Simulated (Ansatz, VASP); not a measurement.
One calculation of C, two programs

INCAR

```
PREC = Accurate
ENCUT = 520
EDIFF = 1E-6
ISMEAR = 0
SIGMA = 0.1
LREAL = False
LASPH = True
NELM = 60
ALGO = Normal
ISIF = 2
LWAVE = False
LCHARG = False
GGA = PE
NBANDS = 28
```

The input KPOINTS:

```
regular mesh
0
Gamma
  6 6 6
```

Contents of POSCAR:

```
C
1.0
    4.3313626900      0.0000000000      0.0000000000
   -2.1656813500      3.7510701200      0.0000000000
    0.0000000000      0.0000000000      2.6886485900
C
9
Direct
    0.7664782800      0.6084738900      0.1412367300
    0.3915261100      0.1580043900      0.8079034000
    0.8419956100      0.2335217200      0.4745700700
    0.6084738900      0.7664782800      0.8587632700
    0.1580043900      0.3915261100      0.1920966000
    0.2335217200      0.8419956100      0.5254299300
    0.5261267700      0.0000000000      0.1666666700
    0.0000000000      0.5261267700      0.8333333300
    0.4738732300      0.4738732300      0.5000000000
```

Input for Ansatz:

```yaml
crystal:
  lattice:
    - [4.33136269, 0.0, 0.0]
    - [-2.16568135, 3.75107012, 0.0]
    - [0.0, 0.0, 2.68864859]
  atoms:
    - { symbol: C, position: [0.76647828, 0.60847389, 0.14123673] }
    - { symbol: C, position: [0.39152611, 0.15800439, 0.8079034] }
    - { symbol: C, position: [0.84199561, 0.23352172, 0.47457007] }
    - { symbol: C, position: [0.60847389, 0.76647828, 0.85876327] }
    - { symbol: C, position: [0.15800439, 0.39152611, 0.1920966] }
    - { symbol: C, position: [0.23352172, 0.84199561, 0.52542993] }
    - { symbol: C, position: [0.52612677, 0.0, 0.16666667] }
    - { symbol: C, position: [0.0, 0.52612677, 0.83333333] }
    - { symbol: C, position: [0.47387323, 0.47387323, 0.5] }
basis:
  ecutwfc: 420
kpoints:
  mp_grid: { grid: [6, 6, 6] }
hamiltonian:
  xc: pbe
scf:
  occupations: { method: gaussian, width: 0.1 }
  lower_state_search: "off"
output:
  forces: true
  stress: true
  eigenvalues: true
```

Alike in both runs: task single point; functional PBE; k mesh 6 × 6 × 6; occupations gaussian, width 0.1 eV; no spin polarisation.

```csv
,VASP,Ansatz
version,VASP 6.6.1,Ansatz 0.2.0
potentials or method,"VASP PAW PBE potentials, release 64 (C), cutoff 520 eV","scalar-relativistic, plane waves, PAW"
valence electrons in the cell,36,36
```

```tsv
	VASP	Ansatz	Ansatz less VASP
gap on the k mesh at the Fermi level (eV)	none	none	-
rms of the force components (eV/Å)	3.228	3.215	-0.0133
```

Atom by atom the forces differ by 0.027 eV/Å (rms over components). A gap of «none» marks a metal or a gap that the smearing closes.

The k mesh is coarse, so the values compare programs but aren't converged.
